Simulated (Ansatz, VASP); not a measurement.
# Two plane-wave programs on Al3Cu2

```
Al Cu
1.0
     4.09195    0.00000    0.00000
    -2.04598    3.54373    0.00000
     0.00000    0.00000    4.99278
Al Cu
3 2
Direct
  0.99627 0.00332 0.00189
  0.31097 0.70582 0.36413
  0.62605 0.29971 0.62688
  0.32627 0.61492 0.82892
  0.61623 0.30082 0.11366
```

Alike in both runs: task relaxation of cell and atoms; functional PBEsol; k mesh 6 × 6 × 4; occupations gaussian, width 0.1 eV; no spin polarisation.

```csv
,VASP,Ansatz
version,VASP 6.6.1,Ansatz 0.2.0
potentials or method,"VASP PAW PBE potentials, release 64 (Al, Cu), cutoff 600 eV","scalar-relativistic, plane waves, PAW"
valence electrons in the cell,31,47
```

Ansatz gave:

- gap on the k mesh at the Fermi level, each at its own relaxed structure (eV): none
- relaxed volume (Å³/atom): 14.51
- relaxed length of the cell vector where the two differ most in proportion (Å): 4.053

Which values does VASP return?

gap on the k mesh at the Fermi level, each at its own relaxed structure (eV): none; relaxed volume (Å³/atom): 14.55; relaxed length of the cell vector where the two differ most in proportion (Å): 4.108.

VASP's potentials were made for PBE, not for PBEsol. A gap of «none» marks a metal or a gap that the smearing closes. VASP's potentials hold 31 valence electrons a cell and Ansatz's 47, so a difference there can come from the potentials and not from the codes.
